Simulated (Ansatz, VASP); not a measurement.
KRe in VASP and in Ansatz

```
K Re
1.0
     3.63591    0.00000    0.00000
     0.00000    3.63591    0.00000
     0.00000    0.00000    3.63591
K Re
1 1
Cartesian
  0.0000 0.0000 0.0000
  1.8180 1.8180 1.8180
```

Alike in both runs: functional PBE; k mesh 14 × 14 × 14; occupations gaussian, width 0.1 eV; no spin polarisation.

Ansatz relaxed the structure, and its values are those at the end. VASP's run is a single point on that final structure, the one shown.

```csv
,VASP,Ansatz
version,VASP 6.6.1,Ansatz 0.2.0
potentials or method,"VASP PAW PBE potentials, release 64 (K_sv, Re), cutoff 520 eV","scalar-relativistic, plane waves, PAW"
valence electrons in the cell,16,24
```

VASP gave:

* gap on the k mesh at the Fermi level (eV): none
* pressure (GPa): 0.1

Task: Estimate Ansatz's values.

Result: gap on the k mesh at the Fermi level (eV): none; pressure (GPa): 0.0.

A gap of «none» marks a metal or a gap that the smearing closes. VASP's potentials hold 16 valence electrons a cell and Ansatz's 24, so a difference there can come from the potentials and not from the codes.

Neither program's run includes spin-orbit coupling.
